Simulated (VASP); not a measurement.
# Mg4S (I-43m) in VASP: relaxation of cell and atoms with PBE

Aim: the relaxation of cell and atoms of Mg4S with PBE.

Everything below comes from runs of VASP 6.6.1. Logs are shortened: lines on timing, memory, paths and dates and some standing lists are left out, and cuts for length are marked.

**1. The cell of the first run**

It takes space group I-43m (No. 217, cubic). Conventional cell: a = 6.251 Å, b = 6.251 Å, c = 6.251 Å, α = 90.00°, β = 90.00°, γ = 90.00°. Within 1.8 Å of Mg (site symmetry 3m) lie 1 S at 1.37 Å. Within 1.8 Å of S (site symmetry -43m) lie 4 Mg at 1.37 Å.

The cell was generated, and may not be a known phase.

**2. Relaxation of cell and atoms, PBE**

The input, INCAR:

```
ALGO = Normal
EDIFF = 1E-7
EDIFFG = -0.08
ENCUT = 600
GGA = PE
GGA_COMPAT = F
IBRION = 2
ISIF = 3
ISMEAR = 0
LASPH = T
LCHARG = F
LREAL = F
LWAVE = F
NELM = 120
NELMIN = 4
NSW = 36
PREC = Accurate
SIGMA = 0.2
```

The input, KPOINTS:

```
k-points
0
Gamma
  4 4 4
```

The input, POSCAR:

```
Mg4S
1.0
   -3.1255391400      3.1255391400      3.1255391400
    3.1255391400     -3.1255391400      3.1255391400
    3.1255391400      3.1255391400     -3.1255391400
Mg S
4 1
Direct
    0.0000000000      0.0000000000      0.7463128600
    0.7463128600      0.0000000000      0.0000000000
    0.0000000000      0.7463128600      0.0000000000
    0.2536871400      0.2536871400      0.2536871400
    0.0000000000      0.0000000000      0.0000000000
```

Potentials or basis: VASP PAW PBE potentials, release 64 (Mg, S).

Command:

```console
> cat potpaw_PBE.64/Mg/POTCAR potpaw_PBE.64/S/POTCAR > POTCAR
> mpirun -np 1 vasp_std > vasp.out
```

OUTCAR:

```text
EDIFF = 1E-7
   EDIFFG = -0.08
   ENCUT = 600
   GGA = PE
   IBRION = 2
   ISIF = 3
   ISMEAR = 0
   LASPH = T
   LREAL = F
   NELM = 120
   NELMIN = 4
   NSW = 36
   PREC = Accurate

 ion  position               nearest neighbor table
   1  0.000  0.000  0.746-   5 1.37   2 2.24   3 2.24   4 2.24
   2  0.746  0.000  0.000-   5 1.37   1 2.24   3 2.24   4 2.24
   3  0.000  0.746  0.000-   5 1.37   1 2.24   2 2.24   4 2.24
   4  0.254  0.254  0.254-   5 1.37   1 2.24   3 2.24   2 2.24
   5  0.000  0.000  0.000-   1 1.37   2 1.37   3 1.37   4 1.37

 -----------------------------------------------------------------------------
|                                                                             |
|           W    W    AA    RRRRR   N    N  II  N    N   GGGG   !!!           |
|           W    W   A  A   R    R  NN   N  II  NN   N  G    G  !!!           |
|           W    W  A    A  R    R  N N  N  II  N N  N  G       !!!           |
|           W WW W  AAAAAA  RRRRR   N  N N  II  N  N N  G  GGG   !            |
|           WW  WW  A    A  R   R   N   NN  II  N   NN  G    G                |
|           W    W  A    A  R    R  N    N  II  N    N   GGGG   !!!           |
|                                                                             |
|     The distance between some ions is very small. Please check the          |
|     nearest-neighbor list in the OUTCAR file.                               |
|     I HOPE YOU KNOW WHAT YOU ARE DOING!                                     |
|                                                                             |
 -----------------------------------------------------------------------------

  LATTYP: Found a body centered cubic cell.
 ALAT       =     6.2510782800

  Lattice vectors:

 A1 = (  -3.1255391400,   3.1255391400,   3.1255391400)
 A2 = (   3.1255391400,  -3.1255391400,   3.1255391400)
 A3 = (   3.1255391400,   3.1255391400,  -3.1255391400)

Analysis of symmetry for initial positions (statically):
=====================================================================
 Subroutine PRICEL returns:
 Original cell was already a primitive cell.

 Routine SETGRP: Setting up the symmetry group for a
 body centered cubic supercell.

 Subroutine GETGRP returns: Found 24 space group operations
 (whereof 24 operations were pure point group operations)
 out of a pool of 48 trial point group operations.

The static configuration has the point symmetry T_d .

Analysis of symmetry for dynamics (positions and initial velocities):
=====================================================================
 Subroutine PRICEL returns:
 Original cell was already a primitive cell.

 Routine SETGRP: Setting up the symmetry group for a
 body centered cubic supercell.

 Subroutine GETGRP returns: Found 24 space group operations
 (whereof 24 operations were pure point group operations)
 out of a pool of 48 trial point group operations.

The dynamic configuration has the point symmetry T_d .

 Subroutine INISYM returns: Found 24 space group operations
 (whereof 24 operations are pure point group operations),
 and found     1 'primitive' translations

----------------------------------------------------------------------------------------

                                     Primitive cell

  volume of cell :     122.1335

  direct lattice vectors                    reciprocal lattice vectors
    -3.125539140  3.125539140  3.125539140     0.000000000  0.159972401  0.159972401
     3.125539140 -3.125539140  3.125539140     0.159972401  0.000000000  0.159972401
     3.125539140  3.125539140 -3.125539140     0.159972401  0.159972401  0.000000000

  length of vectors
     5.413592592  5.413592592  5.413592592     0.226235139  0.226235139  0.226235139

  position of ions in fractional coordinates (direct lattice)
     0.000000000  0.000000000  0.746312860
     0.746312860  0.000000000  0.000000000
     0.000000000  0.746312860  0.000000000
     0.253687140  0.253687140  0.253687140
     0.000000000  0.000000000  0.000000000

  ion indices of the primitive-cell ions
   primitive index   ion index
                 1           1
                 2           2
                 3           3
                 4           4
                 5           5

----------------------------------------------------------------------------------------

 KPOINTS: k-points

Automatic generation of k-mesh.
 Grid dimensions read from file:
 generate k-points for:    4    4    4

 Generating k-lattice:

  Cartesian coordinates                     Fractional coordinates (reciprocal lattice)
     0.000000000  0.039993100  0.039993100     0.250000000  0.000000000  0.000000000
     0.039993100  0.000000000  0.039993100     0.000000000  0.250000000  0.000000000
     0.039993100  0.039993100  0.000000000     0.000000000  0.000000000  0.250000000

  Length of vectors
     0.056558785  0.056558785  0.056558785

  Shift w.r.t. Gamma in fractional coordinates (k-lattice)
     0.000000000  0.000000000  0.000000000

 Subroutine IBZKPT returns following result:
 ===========================================

 Found      8 irreducible k-points:

 Following reciprocal coordinates:
            Coordinates               Weight
  0.000000  0.000000  0.000000      1.000000
  0.250000  0.000000  0.000000     12.000000
  0.500000  0.000000  0.000000      6.000000
  0.250000  0.250000  0.000000     24.000000
  0.250000  0.250000  0.250000      2.000000
 -0.250000  0.250000  0.250000      6.000000
  0.500000  0.500000  0.250000     12.000000
  0.500000  0.500000  0.500000      1.000000
   k-points           NKPTS =      8   k-points in BZ     NKDIM =      8   number of bands    NBANDS=     11
   number of dos      NEDOS =    301   number of ions     NIONS =      5
   total plane-waves  NPLWV = 110592
   dimension x,y,z NGX =    48 NGY =   48 NGZ =   48
   dimension x,y,z NGXF=    96 NGYF=   96 NGZF=   96
   ions per type =               4   1
   NGX,Y,Z   is equivalent  to a cutoff of  14.74, 14.74, 14.74 a.u.
   NGXF,Y,Z  is equivalent  to a cutoff of  29.48, 29.48, 29.48 a.u.
 SYSTEM =  unknown system
   PREC   = accura    normal or accurate (medium, high low for compatibility)
   ISTART =      0    job   : 0-new  1-cont  2-samecut
   ICHARG =      2    charge: 1-file 2-atom 10-const
   ISPIN  =      1    spin polarized calculation?
   LNONCOLLINEAR =      F non collinear calculations
   LSORBIT =      F    spin-orbit coupling
   LASPH  =      T    aspherical Exc in radial PAW
   ENCUT  =  600.0 eV  44.10 Ry    6.64 a.u.  10.81 10.81 10.81*2*pi/ulx,y,z
   NELM   =    120;   NELMIN=  4; NELMDL= -5     # of ELM steps
   EDIFF  = 0.1E-06   stopping-criterion for ELM
   LREAL  =      F    real-space projection
   EDIFFG = -.8E-01   stopping-criterion for IOM
   NSW    =     36    number of steps for IOM
   IBRION =      2    ionic relax: 0-MD 1-quasi-New 2-CG
   NFREE  =      1    steps in history (QN), initial steepest desc. (CG)
   ISIF   =      3    stress and relaxation
   ISYM   =      2    0-nonsym 1-usesym 2-fastsym
   POTIM  = 0.5000    time-step for ionic-motion
   TEBEG  =    0.0;   TEEND  =   0.0 temperature during run
   PSTRESS=    0.0 pullay stress
   NELECT =      14.0000    total number of electrons
   NUPDOWN=      -1.0000    fix difference up-down
   EMIN   =  10.00;   EMAX   =-10.00  energy-range for DOS
   EFERMI =   0.00;   METHOD = LEGACY
   ISMEAR =     0;   SIGMA  =   0.20  broadening in eV -4-tet -1-fermi 0-gaus
   EFERMI_NEDOS =   21; number of points for ismear=-14 and -15
   IALGO  =     38    algorithm
   IMIX   =      4    mixing-type and parameters
     AMIX     =   0.40;   BMIX     =  1.00
     AMIX_MAG =   1.60;   BMIX_MAG =  1.00
  volume/ion in A,a.u.               =      24.43       164.84
  Fermi-wavevector in a.u.,A,eV,Ry     =   0.795254  1.502812  8.604720  0.632429
  Thomas-Fermi vector in A             =   1.901546
   LORBIT       =      0    0 simple, 1 ext, 2 COOP (PROOUT), +10 PAW based schemes
   GGA     = PE    functional components
   LHFCALC =     F    Hartree Fock is set to
   AEXX    =    0.0000 exact exchange contribution
   IVDW    =     0    specifies the selected vdW correction
   LEPSILON=     F    determine dielectric tensor
   LRPA    =     F    only Hartree local field effects (RPA)
 conjugate gradient relaxation of ions
 non-spin polarized calculation
 Gauss-broadening in eV      SIGMA  =   0.20
  energy-cutoff  :      600.00
  volume of cell :      122.13
 maximum number of plane-waves:      4124
 NGX is ok and might be reduce to    48
   NGX = 21   NGY = 21   NGZ = 21

--------------------------------------- Ionic step        1  -------------------------------------------

 number of electron      14.0000000 magnetization

 Free energy of the ion-electron system (eV)
  ---------------------------------------------------
  ext. energy  EPLUGINS =         0.00000000
  ---------------------------------------------------
  free energy    TOTEN  =        63.14637516 eV

  energy without entropy =       63.25031416  energy(sigma->0) =       63.19834466

------------------------ aborting loop because EDIFF is reached ----------------------------------------

  FORCE on cell =-STRESS in cart. coord.  units (eV):
  Direction    XX          YY          ZZ          XY          YZ          ZX
  --------------------------------------------------------------------------------------
  -------------------------------------------------------------------------------------
  Total      119.5556575    119.5556575    119.5556575      0.0000000      0.0000000     -0.0000000
  in kB     1568.3605077   1568.3605077   1568.3605077      0.0000000      0.0000000     -0.0000000
  external PRESSURE =    1568.3605077 kB  Pullay stress =       0.0000000 kB
[... 98 lines left out ...]
  FREE ENERGIE OF THE ION-ELECTRON SYSTEM (eV)
  ---------------------------------------------------
  free  energy   TOTEN  =         5.1810768275 eV

  energy  without entropy=        5.4902104696  energy(sigma->0) =        5.33564365

 E-fermi :  -0.0933     XC(G=0):  -6.5133

 val. band max:       -0.1263813038   @ k =   0.5000   0.5000   0.5000
 cond. band min:       0.0827516705   @ k =   0.5000   0.5000   0.2500
 fundamental gap:      0.2091329743
 Fermi energy:        -0.0933286921

 k-point     1 :       0.0000    0.0000    0.0000
  band No.  band energies     occupation
      1     -12.2499      2.00000
      2      -3.2021      2.00000
      3      -3.2021      2.00000
      4      -3.2021      2.00000
      5      -3.1903      2.00000
      6       0.1238      0.12467
      7       0.1238      0.12467
      8       0.1238      0.12467
      9       1.3751      0.00000
     10       1.3751      0.00000
     11       2.8363      0.00000
[... 85 lines left out ...]
 k-point     8 :       0.5000    0.5000    0.5000
  band No.  band energies     occupation
      1     -12.2297      2.00000
      2      -3.7000      2.00000
      3      -3.7000      2.00000
      4      -3.7000      2.00000
      5      -0.4732      1.99277
      6      -0.4732      1.99277
      7      -0.1264      1.18480
      8      -0.1264      1.18480
      9      -0.1264      1.18480
     10       1.4513      0.00000
     11       2.6616      0.00000

[... ionic steps 4 to 17 ...]

--------------------------------------- Ionic step       18  -------------------------------------------

 number of electron      14.0000000 magnetization

------------------------ aborting loop because EDIFF is reached ----------------------------------------

  FORCE on cell =-STRESS in cart. coord.  units (eV):
  Direction    XX          YY          ZZ          XY          YZ          ZX
  --------------------------------------------------------------------------------------
  -------------------------------------------------------------------------------------
  Total       -0.4314935     -0.4314935     -0.4314935      0.0000000      0.0000000      0.0000000
  in kB       -5.6586569     -5.6586569     -5.6586569      0.0000000      0.0000000      0.0000000
  external PRESSURE =      -5.6586569 kB  Pullay stress =       0.0000000 kB
[... 63 lines left out ...]
  energy  without entropy=      -10.5174445950  energy(sigma->0) =      -10.54268399

--------------------------------------- Ionic step       20  -------------------------------------------

 number of electron      13.9999999 magnetization

 Free energy of the ion-electron system (eV)
  ---------------------------------------------------
  ext. energy  EPLUGINS =         0.00000000
  ---------------------------------------------------
  free energy    TOTEN  =       -10.57202674 eV

  energy without entropy =      -10.52211281  energy(sigma->0) =      -10.54706977

 E-fermi :   2.6060     XC(G=0):  -8.3595

 val. band max:        2.3809188543   @ k =   0.2500   0.0000   0.0000
 cond. band min:       2.6312784288   @ k =   0.5000   0.5000   0.2500
 fundamental gap:      0.2503595745
 Fermi energy:         2.6060333448

 k-point     1 :       0.0000    0.0000    0.0000
  band No.  band energies     occupation
      1     -11.1963      2.00000
      2      -1.9957      2.00000
      3      -1.9957      2.00000
      4      -1.9957      2.00000
      5      -1.6363      2.00000
      6       3.5808      0.00000
      7       3.5808      0.00000
      8       3.5808      0.00000
      9       3.9393      0.00000
     10       3.9393      0.00000
     11       3.9393      0.00000
[... 128 lines left out ...]
  FREE ENERGIE OF THE ION-ELECTRON SYSTEM (eV)
  ---------------------------------------------------
  free  energy   TOTEN  =       -10.5720267402 eV

  energy  without entropy=      -10.5221128069  energy(sigma->0) =      -10.54706977

 reached required accuracy - stopping structural energy minimisation
```

Wall time 4 min (1 thread of AMD EPYC 9R45 (Zen 5), shared host); peak memory 0.3 GiB.

What came out:

* Free energy: -10.5720 eV
* Relaxed volume: 24.21 Å³/atom
* Relaxed cell: a = 5.398 Å, b = 5.398 Å, c = 5.398 Å, α = 109.47°, β = 109.47°, γ = 109.47°
* Space group after relaxing (to 0.1 Å): I-43m (No. 217)
* Energy gained by relaxing: 14743.7 meV/atom
* Ionic steps: 20
* Pressure after relaxing: -0.3 GPa
* Largest force after relaxing: 0.079 eV/Å
* Band gap on the k mesh: zero (bands 7 and 8 overlap by 0.95 eV)

Forces on the atoms (eV/Å):
```
Mg  -0.046 -0.046  0.046
Mg   0.046 -0.046 -0.046
Mg  -0.046  0.046 -0.046
Mg   0.046  0.046  0.046
S    0.000  0.000  0.000
```

The path:
```csv
step,energy change (eV),largest force (eV/Å),pressure (GPa),volume (Å³)
1,0.0000,68.2481,156.84,122.13
2,-35.8991,29.8273,7.71,1219.81
3,-57.9653,11.1254,3.97,988.67
4,-61.3792,8.0937,3.17,923.37
5,-65.8330,3.8725,1.88,784.85
6,-69.7648,0.0927,-1.62,356.83
7,-71.5326,0.4909,-4.45,218.95
8,-72.7416,0.2055,-5.25,165.86
9,-73.3750,0.0296,-4.19,142.88
10,-73.6095,0.0001,-2.82,132.24
11,-73.6832,0.0203,-1.82,127.12
12,-73.7049,0.0430,-1.23,124.61
13,-73.7113,0.0584,-0.90,123.37
14,-73.7132,0.0672,-0.74,122.75
15,-73.7139,0.0718,-0.65,122.44
16,-73.7141,0.0742,-0.60,122.29
17,-73.7142,0.0754,-0.58,122.21
18,-73.7143,0.0760,-0.57,122.17
19,-73.7143,0.0763,-0.56,122.15
20,-73.7184,0.0792,-0.30,121.07
```

Final structure:
```cif
data_structure
_symmetry_space_group_name_H-M 'P 1'
_symmetry_Int_Tables_number 1
_cell_length_a 5.3978
_cell_length_b 5.3978
_cell_length_c 5.3978
_cell_angle_alpha 109.471
_cell_angle_beta 109.471
_cell_angle_gamma 109.471
_cell_volume 121.07
loop_
_atom_site_label
_atom_site_type_symbol
_atom_site_fract_x
_atom_site_fract_y
_atom_site_fract_z
_atom_site_occupancy
Mg1 Mg 0.00000 0.00000 0.51327 1
Mg2 Mg 0.51327 0.00000 0.00000 1
Mg3 Mg 0.00000 0.51327 0.00000 1
Mg4 Mg 0.48673 0.48673 0.48673 1
S1 S 0.00000 0.00000 0.00000 1
```

Levels at points of the mesh, in eV from the Fermi level:
```csv
k point,band 3,band 4,band 5,band 6,band 7,band 8,band 9,band 10,band 11
"(0.00, 0.00, 0.00)",-4.60,-4.60,-4.24,0.97,0.97,0.97,1.33,1.33,1.33
"(0.50, 0.00, 0.00)",-4.93,-4.63,-2.52,-0.69,-0.68,1.14,1.62,2.53,3.28
"(0.50, 0.50, 0.50)",-5.38,-5.38,-1.78,-1.78,0.79,0.79,0.79,2.71,3.19
```

Caveat: the relaxation stopped at a loose force limit of 0.08 eV/Å, so its end isn't a converged minimum.

The gap in the log of VASP goes by the Fermi energy; the results here count the filled bands.